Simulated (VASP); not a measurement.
# Cs in VASP: further runs, part 2 of 2

VASP 6.6.1.

### Step 3. Electric field gradients, LDA (equal xy, yz and zx shear strains of -1 %)

The input, INCAR:

```
SYSTEM = Cs
  PREC = Accurate
  ENCUT = 520
  EDIFF = 1E-8
  ISMEAR = -1
  SIGMA = 0.05
  LREAL = .False.
  LASPH = .True.
  NELM = 60
  ALGO = Normal
  ISIF = 2
  LWAVE = .False.
  LCHARG = .False.
  GGA = CA
  LEFG = .True.
  NBANDS = 10
```

The input, KPOINTS:

```
regular mesh
0
Gamma
  9 9 9
  0 0 0
```

The input, POSCAR:

```
Cs
1.0
   -3.0527250000      3.0225000000      3.0225000000
    3.0225000000     -3.0527250000      3.0225000000
    3.0225000000      3.0225000000     -3.0527250000
Cs
1
Direct
    0.0000000000      0.0000000000      0.0000000000
```

Potentials or basis: VASP PAW LDA potentials, release 64 (Cs_sv).

The run is started by

```sh
> cat potpaw_LDA.64/Cs_sv/POTCAR > POTCAR
> mpirun -np 1 vasp_std > vasp.out
```

OUTCAR:

```text
SYSTEM = Cs
   PREC = Accurate
   ENCUT = 520
   EDIFF = 1E-8
   ISMEAR = -1
   LREAL = .False.
   LASPH = .True.
   NELM = 60
   ISIF = 2
   GGA = CA

 ion  position               nearest neighbor table
   1  0.000  0.000  0.000-

  LATTYP: Found a trigonal (rhomboedric) cell.
 ALAT       =     5.2526319522
 COS(alpha) =    -0.3377371610

  Lattice vectors:

 A1 = (  -3.0527250000,   3.0225000000,   3.0225000000)
 A2 = (   3.0225000000,  -3.0527250000,   3.0225000000)
 A3 = (   3.0225000000,   3.0225000000,  -3.0527250000)

Analysis of symmetry for initial positions (statically):
=====================================================================
 Subroutine PRICEL returns:
 Original cell was already a primitive cell.

 Routine SETGRP: Setting up the symmetry group for a
 trigonal (rhombohedral) supercell.

 Subroutine GETGRP returns: Found 12 space group operations
 (whereof 12 operations were pure point group operations)
 out of a pool of 12 trial point group operations.

The static configuration has the point symmetry D_3d.

Analysis of symmetry for dynamics (positions and initial velocities):
=====================================================================
 Subroutine PRICEL returns:
 Original cell was already a primitive cell.

 Routine SETGRP: Setting up the symmetry group for a
 trigonal (rhombohedral) supercell.

 Subroutine GETGRP returns: Found 12 space group operations
 (whereof 12 operations were pure point group operations)
 out of a pool of 12 trial point group operations.

The dynamic configuration has the point symmetry D_3d.

 Subroutine INISYM returns: Found 12 space group operations
 (whereof 12 operations are pure point group operations),
 and found     1 'primitive' translations

----------------------------------------------------------------------------------------

                                     Primitive cell

  volume of cell :     110.4400

  direct lattice vectors                    reciprocal lattice vectors
    -3.052725000  3.022500000  3.022500000     0.001662656  0.166265613  0.166265613
     3.022500000 -3.052725000  3.022500000     0.166265613  0.001662656  0.166265613
     3.022500000  3.022500000 -3.052725000     0.166265613  0.166265613  0.001662656

  length of vectors
     5.252631952  5.252631952  5.252631952     0.235140963  0.235140963  0.235140963

  position of ions in fractional coordinates (direct lattice)
     0.000000000  0.000000000  0.000000000

  ion indices of the primitive-cell ions
   primitive index   ion index
                 1           1

----------------------------------------------------------------------------------------

 KPOINTS: regular mesh

Automatic generation of k-mesh.
 Grid dimensions read from file:
 generate k-points for:    9    9    9

 Generating k-lattice:

[... 59 lines left out ...]
   ENCUT  =  520.0 eV  38.22 Ry    6.18 a.u.   9.77  9.77  9.77*2*pi/ulx,y,z
   NELM   =     60;   NELMIN=  2; NELMDL= -5     # of ELM steps
   EDIFF  = 0.1E-07   stopping-criterion for ELM
   LREAL  =      F    real-space projection
   EDIFFG = 0.1E-06   stopping-criterion for IOM
   NSW    =      0    number of steps for IOM
   IBRION =     -1    ionic relax: 0-MD 1-quasi-New 2-CG
   NFREE  =      0    steps in history (QN), initial steepest desc. (CG)
   ISIF   =      2    stress and relaxation
   ISYM   =      2    0-nonsym 1-usesym 2-fastsym
   POTIM  = 0.5000    time-step for ionic-motion
   TEBEG  =    0.0;   TEEND  =   0.0 temperature during run
   PSTRESS=    0.0 pullay stress
   NELECT =       9.0000    total number of electrons
   NUPDOWN=      -1.0000    fix difference up-down
   EMIN   =  10.00;   EMAX   =-10.00  energy-range for DOS
[... 5 lines left out ...]
     AMIX     =   0.40;   BMIX     =  1.00
     AMIX_MAG =   1.60;   BMIX_MAG =  1.00
  volume/ion in A,a.u.               =     110.44       745.29
  Fermi-wavevector in a.u.,A,eV,Ry     =   0.709763  1.341258  6.854126  0.503764
  Thomas-Fermi vector in A             =   1.796432
   LORBIT       =      0    0 simple, 1 ext, 2 COOP (PROOUT), +10 PAW based schemes
   GGA     = CA    functional components
   LHFCALC =     F    Hartree Fock is set to
   AEXX    =    0.0000 exact exchange contribution
   IVDW    =     0    specifies the selected vdW correction
   LEPSILON=     F    determine dielectric tensor
   LRPA    =     F    only Hartree local field effects (RPA)
 non-spin polarized calculation
  energy-cutoff  :      520.00
  volume of cell :      110.44
 maximum number of plane-waves:      2995
   NGX = 19   NGY = 19   NGZ = 19

 number of electron       8.9999999 magnetization

 Free energy of the ion-electron system (eV)
  ---------------------------------------------------
  ext. energy  EPLUGINS =         0.00000000
  ---------------------------------------------------
  free energy    TOTEN  =        -0.98554110 eV

  energy without entropy =       -0.97547661  energy(sigma->0) =       -0.98050886

 E-fermi :   0.3870     XC(G=0):  -5.6487

 val. band max:        0.3820829721   @ k =  -0.3333   0.4444   0.1111
 cond. band min:       0.3899176130   @ k =  -0.2222   0.4444   0.1111
 fundamental gap:      0.0078346410
 Fermi energy:         0.3870051622

 k-point     1 :       0.0000    0.0000    0.0000
  band No.  band energies     occupation
      1     -23.4148      2.00000
      2     -10.1444      2.00000
      3     -10.1444      2.00000
      4     -10.1402      2.00000
      5      -1.3392      2.00000
      6       2.7844      0.00000
      7       2.8501      0.00000
      8       2.8501      0.00000
      9       3.7562      0.00000
     10       3.7562      0.00000
[... 287 lines left out ...]
 k-point    24 :       0.4444    0.4444    0.0000
  band No.  band energies     occupation
      1     -23.4065      2.00000
      2     -10.2964      2.00000
      3     -10.2001      2.00000
      4     -10.1508      2.00000
      5       0.4895      0.22808
      6       1.3280      0.00000
      7       1.9378      0.00000
      8       3.4541      0.00000
      9       4.2035      0.00000
     10       4.8238      0.00000

 [... further k-points ...]
[... 5 lines left out ...]
  --------------------------------------------------------------------------------------
  -------------------------------------------------------------------------------------
  Total       -0.1970669     -0.1970669     -0.1970669      0.0110504      0.0110504      0.0110504
  in kB       -2.8588933     -2.8588933     -2.8588933      0.1603107      0.1603107      0.1603107
  external PRESSURE =      -2.8588933 kB  Pullay stress =       0.0000000 kB

 VOLUME and BASIS-vectors are now :
 -----------------------------------------------------------------------------
  energy-cutoff  :      520.00
  volume of cell :      110.44
      direct lattice vectors                 reciprocal lattice vectors
    -3.052725000  3.022500000  3.022500000     0.001662656  0.166265613  0.166265613
     3.022500000 -3.052725000  3.022500000     0.166265613  0.001662656  0.166265613
     3.022500000  3.022500000 -3.052725000     0.166265613  0.166265613  0.001662656

 POSITION                                       TOTAL-FORCE (eV/Angst)
 -----------------------------------------------------------------------------------
      0.00000      0.00000      0.00000         0.000000     -0.000000      0.000000
 -----------------------------------------------------------------------------------
    total drift:                                0.000000     -0.000000     -0.000000

  FREE ENERGIE OF THE ION-ELECTRON SYSTEM (eV)
  ---------------------------------------------------
  free  energy   TOTEN  =        -0.9855411043 eV

  energy  without entropy=       -0.9754766082  energy(sigma->0) =       -0.98050886

 Electric field gradients (V/A^2)
---------------------------------------------------------------------
 ion       V_xx      V_yy      V_zz      V_xy      V_xz      V_yz
---------------------------------------------------------------------
   1      -0.000    -0.000     0.000     0.404     0.404     0.404
---------------------------------------------------------------------

 Electric field gradients after diagonalization (V/A^2)
 (convention: |V_zz| > |V_xx| > |V_yy|)
----------------------------------------------------------------------
 ion       V_xx      V_yy      V_zz     asymmetry (V_yy - V_xx)/ V_zz
----------------------------------------------------------------------
   1      -0.404    -0.404     0.807       0.000
----------------------------------------------------------------------

           NMR quadrupolar parameters

 Cq : quadrupolar parameter    Cq=e*Q*V_zz/h
 eta: asymmetry parameters     (V_yy - V_xx)/ V_zz
 Q  : nuclear electric quadrupole moment in mb (millibarn)
----------------------------------------------------------------------
 ion       Cq(MHz)       eta       Q (mb)
----------------------------------------------------------------------
   1       0.002       0.000       1.000
----------------------------------------------------------------------
```

OSZICAR:

```text
N       E                     dE             d eps       ncg     rms          rms(c)
DAV:   1     0.509125831634E+02    0.50913E+02   -0.29575E+03  1700   0.633E+02
DAV:   2     0.422248395257E+01   -0.46690E+02   -0.45136E+02  2158   0.108E+02
DAV:   3    -0.911316507556E+00   -0.51338E+01   -0.51275E+01  1984   0.410E+01
DAV:   4    -0.985903776748E+00   -0.74587E-01   -0.74571E-01  2132   0.598E+00
DAV:   5    -0.986311346697E+00   -0.40757E-03   -0.40756E-03  2428   0.399E-01    0.129E-01
DAV:   6    -0.985594336507E+00    0.71701E-03   -0.14375E-03  2158   0.170E-01    0.828E-02
DAV:   7    -0.985503004370E+00    0.91332E-04   -0.24308E-03  2166   0.220E-01    0.357E-02
DAV:   8    -0.985540227608E+00   -0.37223E-04   -0.67520E-05  1984   0.517E-02    0.392E-03
DAV:   9    -0.985540951406E+00   -0.72380E-06   -0.13054E-06  2458   0.574E-03    0.205E-03
DAV:  10    -0.985541101829E+00   -0.15042E-06   -0.31726E-07  1980   0.260E-03    0.341E-04
DAV:  11    -0.985541104338E+00   -0.25086E-08   -0.78888E-09  1818   0.461E-04
   1 F= -.98554110E+00 E0= -.98050886E+00  d E =-.100645E-01
```

stdout:

```text
POSCAR found type information on POSCAR Cs
 POSCAR found :  1 types and       1 ions
 scaLAPACK will be used
 LDA part: xc-table for (Slater(with rela. corr.)+CA(PZ))
 , standard interpolation
 POSCAR, INCAR and KPOINTS ok, starting setup
 FFT: planning ... GRIDC
 FFT: planning ... GRID_SOFT
 FFT: planning ... GRID
 WAVECAR not read
 entering main loop
ion   1
```

It took 68 s on 1 thread of Intel Xeon Platinum 8488C (Sapphire Rapids), shared host; peak memory 0.24 GiB.

Results:

- Free energy: -0.9855 eV
- Pressure: -0.3 GPa

Electric field gradients, principal values (V/Å²):
| atom | least | middle | greatest (by size) |
| --- | --- | --- | --- |
| 1 Cs | -0.404 | -0.404 | 0.807 |

Caveat: the cell differs from its parent crystal (equal xy, yz and zx shear strains of -1 %); without QUAD_EFG the Cq values of the log hold for a quadrupole moment of 1 mb, not for the nuclei; spin-orbit coupling is left out, which moves the levels of the heavy elements.

### Step 4. Electric field gradients, LDA (equal xy, yz and zx shear strains of -1 %)

The input, INCAR:

```
SYSTEM = Cs
PREC     = Accurate       ! precision mode
ENCUT    = 520            ! plane-wave cutoff, eV
EDIFF    = 1E-8           ! SCF threshold, eV
ISMEAR   = -1             ! smearing method
SIGMA    = 0.05           ! smearing width, eV
LREAL    = .False.        ! projectors in reciprocal space
LASPH    = .True.         ! aspherical terms in the spheres
NELM     = 80             ! most SCF steps
ALGO     = Normal         ! electronic algorithm
ISIF     = 2              ! what is computed and relaxed
LWAVE    = .False.        ! write WAVECAR
LCHARG   = .False.        ! write CHGCAR
LEFG     = .True.       
NBANDS   = 10             ! bands
```

The input, KPOINTS:

```
Automatic mesh
0
Gamma
  9 9 9
  0 0 0
```

POSCAR is that of step 3.

Potentials or basis: VASP PAW LDA potentials, release 64 (Cs_sv).

The run is started by

```sh
> cat potpaw_LDA.64/Cs_sv/POTCAR > POTCAR
> mpirun -np 1 vasp_std > vasp.out
```

OUTCAR:

```text
SYSTEM = Cs
   PREC = Accurate
   ENCUT = 520
   EDIFF = 1E-8
   ISMEAR = -1
   LREAL = .False.
   LASPH = .True.
   NELM = 80
   ISIF = 2

 ion  position               nearest neighbor table
   1  0.000  0.000  0.000-

  LATTYP: Found a trigonal (rhomboedric) cell.
 ALAT       =     5.2526319522
 COS(alpha) =    -0.3377371610

  Lattice vectors:

 A1 = (  -3.0527250000,   3.0225000000,   3.0225000000)
 A2 = (   3.0225000000,  -3.0527250000,   3.0225000000)
 A3 = (   3.0225000000,   3.0225000000,  -3.0527250000)

Analysis of symmetry for initial positions (statically):
=====================================================================
 Subroutine PRICEL returns:
 Original cell was already a primitive cell.

 Routine SETGRP: Setting up the symmetry group for a
 trigonal (rhombohedral) supercell.

 Subroutine GETGRP returns: Found 12 space group operations
 (whereof 12 operations were pure point group operations)
 out of a pool of 12 trial point group operations.

The static configuration has the point symmetry D_3d.

Analysis of symmetry for dynamics (positions and initial velocities):
=====================================================================
 Subroutine PRICEL returns:
 Original cell was already a primitive cell.

 Routine SETGRP: Setting up the symmetry group for a
 trigonal (rhombohedral) supercell.

 Subroutine GETGRP returns: Found 12 space group operations
 (whereof 12 operations were pure point group operations)
 out of a pool of 12 trial point group operations.

The dynamic configuration has the point symmetry D_3d.

 Subroutine INISYM returns: Found 12 space group operations
 (whereof 12 operations are pure point group operations),
 and found     1 'primitive' translations

[... 148 lines left out ...]
      1     -23.4148      2.00000
      2     -10.1444      2.00000
      3     -10.1444      2.00000
      4     -10.1402      2.00000
      5      -1.3392      2.00000
      6       2.7844      0.00000
      7       2.8501      0.00000
      8       2.8501      0.00000
      9       3.7562      0.00000
     10       3.7562      0.00000
[... 287 lines left out ...]
 k-point    24 :       0.4444    0.4444    0.0000
  band No.  band energies     occupation
      1     -23.4065      2.00000
      2     -10.2964      2.00000
      3     -10.2001      2.00000
      4     -10.1508      2.00000
      5       0.4895      0.22808
      6       1.3280      0.00000
      7       1.9378      0.00000
      8       3.4541      0.00000
      9       4.2035      0.00000
     10       4.8238      0.00000

 [... further k-points ...]
[... 5 lines left out ...]
  --------------------------------------------------------------------------------------
  -------------------------------------------------------------------------------------
  Total       -0.1970669     -0.1970669     -0.1970669      0.0110504      0.0110504      0.0110504
  in kB       -2.8588933     -2.8588933     -2.8588933      0.1603107      0.1603107      0.1603107
  external PRESSURE =      -2.8588933 kB  Pullay stress =       0.0000000 kB

 VOLUME and BASIS-vectors are now :
 -----------------------------------------------------------------------------
  energy-cutoff  :      520.00
  volume of cell :      110.44
      direct lattice vectors                 reciprocal lattice vectors
    -3.052725000  3.022500000  3.022500000     0.001662656  0.166265613  0.166265613
     3.022500000 -3.052725000  3.022500000     0.166265613  0.001662656  0.166265613
     3.022500000  3.022500000 -3.052725000     0.166265613  0.166265613  0.001662656

 POSITION                                       TOTAL-FORCE (eV/Angst)
 -----------------------------------------------------------------------------------
      0.00000      0.00000      0.00000         0.000000     -0.000000      0.000000
 -----------------------------------------------------------------------------------
    total drift:                                0.000000     -0.000000     -0.000000

  FREE ENERGIE OF THE ION-ELECTRON SYSTEM (eV)
  ---------------------------------------------------
  free  energy   TOTEN  =        -0.9855411043 eV

  energy  without entropy=       -0.9754766082  energy(sigma->0) =       -0.98050886

 Electric field gradients (V/A^2)
---------------------------------------------------------------------
 ion       V_xx      V_yy      V_zz      V_xy      V_xz      V_yz
---------------------------------------------------------------------
   1      -0.000    -0.000     0.000     0.404     0.404     0.404
---------------------------------------------------------------------

 Electric field gradients after diagonalization (V/A^2)
 (convention: |V_zz| > |V_xx| > |V_yy|)
----------------------------------------------------------------------
 ion       V_xx      V_yy      V_zz     asymmetry (V_yy - V_xx)/ V_zz
----------------------------------------------------------------------
   1      -0.404    -0.404     0.807       0.000
----------------------------------------------------------------------

           NMR quadrupolar parameters

 Cq : quadrupolar parameter    Cq=e*Q*V_zz/h
 eta: asymmetry parameters     (V_yy - V_xx)/ V_zz
 Q  : nuclear electric quadrupole moment in mb (millibarn)
----------------------------------------------------------------------
 ion       Cq(MHz)       eta       Q (mb)
----------------------------------------------------------------------
   1       0.002       0.000       1.000
----------------------------------------------------------------------
```

OSZICAR:

```text
N       E                     dE             d eps       ncg     rms          rms(c)
DAV:   1     0.509125831634E+02    0.50913E+02   -0.29575E+03  1700   0.633E+02
DAV:   2     0.422248395257E+01   -0.46690E+02   -0.45136E+02  2158   0.108E+02
DAV:   3    -0.911316507556E+00   -0.51338E+01   -0.51275E+01  1984   0.410E+01
DAV:   4    -0.985903776748E+00   -0.74587E-01   -0.74571E-01  2132   0.598E+00
DAV:   5    -0.986311346697E+00   -0.40757E-03   -0.40756E-03  2428   0.399E-01    0.129E-01
DAV:   6    -0.985594336507E+00    0.71701E-03   -0.14375E-03  2158   0.170E-01    0.828E-02
DAV:   7    -0.985503004370E+00    0.91332E-04   -0.24308E-03  2166   0.220E-01    0.357E-02
DAV:   8    -0.985540227608E+00   -0.37223E-04   -0.67520E-05  1984   0.517E-02    0.392E-03
DAV:   9    -0.985540951406E+00   -0.72380E-06   -0.13054E-06  2458   0.574E-03    0.205E-03
DAV:  10    -0.985541101829E+00   -0.15042E-06   -0.31726E-07  1980   0.260E-03    0.341E-04
DAV:  11    -0.985541104338E+00   -0.25086E-08   -0.78888E-09  1818   0.461E-04
   1 F= -.98554110E+00 E0= -.98050886E+00  d E =-.100645E-01
```

stdout:

```text
POSCAR found type information on POSCAR Cs
 POSCAR found :  1 types and       1 ions
 scaLAPACK will be used
 LDA part: xc-table for (Slater(with rela. corr.)+CA(PZ))
 , standard interpolation
 POSCAR, INCAR and KPOINTS ok, starting setup
 FFT: planning ... GRIDC
 FFT: planning ... GRID_SOFT
 FFT: planning ... GRID
 WAVECAR not read
 entering main loop
ion   1
```

Wall time 75 s (1 thread of Intel Xeon Platinum 8488C (Sapphire Rapids), shared host); peak memory 0.24 GiB.

Results:

| Item | Value |
| --- | --- |
| Free energy | -0.9855 eV |
| Pressure | -0.3 GPa |

Electric field gradients, principal values (V/Å²):
```tsv
atom	least	middle	greatest (by size)
1 Cs	-0.404	-0.404	0.807
```

Caveat: the cell differs from its parent crystal (equal xy, yz and zx shear strains of -1 %); without QUAD_EFG the Cq values of the log hold for a quadrupole moment of 1 mb, not for the nuclei; spin-orbit coupling is left out, which moves the levels of the heavy elements.
